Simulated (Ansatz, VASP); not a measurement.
## Two plane-wave programs on GaAs

INCAR

```
ALGO = Normal ; EDIFF = 1E-6
EDIFFG = -0.005 ; ENCUT = 600
GGA = PS ; IBRION = 2
ISIF = 3 ; ISMEAR = 0
LASPH = T ; LCHARG = F
LREAL = F ; LWAVE = F
NELM = 100 ; NSW = 100
PREC = Accurate ; SIGMA = 0.05
```

KPOINTS

```
k-points
0
Gamma
  10 10 10
```

Contents of POSCAR:

```
GaAs
1.0
    0.0000000000      2.8750910496      2.8750910496
    2.8750910496      0.0000000000      2.8750910496
    2.8750910496      2.8750910496      0.0000000000
Ga As
1 1
Direct
    0.0000000000      0.0000000000      0.0000000000
    0.2500000000      0.2500000000      0.2500000000
```

Input for Ansatz:

```yaml
crystal:
  lattice:
    - [0.0, 2.8750910496, 2.8750910496]
    - [2.8750910496, 0.0, 2.8750910496]
    - [2.8750910496, 2.8750910496, 0.0]
  atoms:
    - { symbol: Ga, position: [0.0, 0.0, 0.0] }
    - { symbol: As, position: [0.25, 0.25, 0.25] }
basis:
  ecutwfc: 420
kpoints:
  mp_grid: { grid: [10, 10, 10] }
hamiltonian:
  xc: pbesol
scf:
  occupations: { method: gaussian, width: 0.05 }
output:
  forces: true
  stress: true
  eigenvalues: true
relax:
  adjacent_minimum: "off"
  f_tol: 0.005
  max_steps: 80
  cell: { stress_tol: 0.05 }
```

Alike in both runs: task relaxation of cell and atoms; functional PBEsol; k mesh 10 × 10 × 10; occupations gaussian, width 0.05 eV; no spin polarisation.

```csv
,VASP,Ansatz
version,VASP 6.6.1,Ansatz 0.2.0
potentials or method,"VASP PAW PBE potentials, release 64 (Ga_d, As), cutoff 600 eV","scalar-relativistic, plane waves, PAW"
valence electrons in the cell,18,28
```

```tsv
	VASP	Ansatz	Ansatz less VASP
gap on the k mesh at the Fermi level, each at its own relaxed structure (eV)	0.42	0.43	+0.005
relaxed volume (Å³/atom)	22.70	22.64	-0.058
relaxed cell length with the largest relative difference (Å)	4.004	4.001	-0.0034
```

VASP's potentials were made for PBE, not for PBEsol. VASP's potentials hold 18 valence electrons a cell and Ansatz's 28, so a difference there can come from the potentials and not from the codes.
